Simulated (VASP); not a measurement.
Crystal: Si.

```
Si
1.0
     1.32982   -2.25006    0.00000
     1.32982    2.25006    0.00000
     0.00000    0.00000    2.49849
Si
1
Cartesian
  1.3298 0.0000 1.2492
```

| Quantity | Value |
| --- | --- |
| Program | VASP 6.6.1 |
| Task | relaxation of cell and atoms |
| Functional | PBE |
| Potentials or basis | VASP PAW PBE potentials, release 64 (Si) |
| Cutoff | 600 eV |
| k mesh | 24 × 24 × 22 |
| Occupations | gaussian, width 0.1 eV |
| Spin | no spin polarisation |

At the start: pressure 0.9 GPa; volume 14.95 Å³/atom.

Task: Where does the relaxation end?

Result: Over 11 steps the energy falls by 2.2 meV/atom and the volume is 15.10 Å³/atom (+1.0 %); space group P6/mmm (No. 191, to 0.1 Å) before and after.

Step by step:
| step | energy change (eV) | largest force (eV/Å) | pressure (GPa) | volume (Å³) |
| --- | --- | --- | --- | --- |
| 1 | 0.0000 | 0.0000 | 0.92 | 14.95 |
| 2 | -0.0019 | 0.0000 | -0.29 | 15.14 |
| 3 | -0.0020 | 0.0000 | -0.23 | 15.13 |
| 4 | -0.0020 | 0.0000 | 0.07 | 15.09 |
| 5 | -0.0020 | 0.0000 | 0.08 | 15.09 |
| 6 | -0.0021 | 0.0000 | 0.06 | 15.09 |
| 7 | -0.0021 | 0.0000 | 0.02 | 15.09 |
| 8 | -0.0020 | 0.0000 | -0.06 | 15.10 |
| 9 | -0.0022 | 0.0000 | 0.01 | 15.09 |
| 10 | -0.0022 | 0.0000 | 0.00 | 15.10 |
| 11 | -0.0022 | 0.0000 | -0.01 | 15.10 |

Final structure:
```yaml
crystal:
  lattice:
    - [1.32217, -2.29568, 0.00000]
    - [1.32217, 2.29568, 0.00000]
    - [0.00000, 0.00000, 2.48707]
  atoms:
    - { symbol: Si, position: [0.50000, 0.50000, 0.50000] }
```
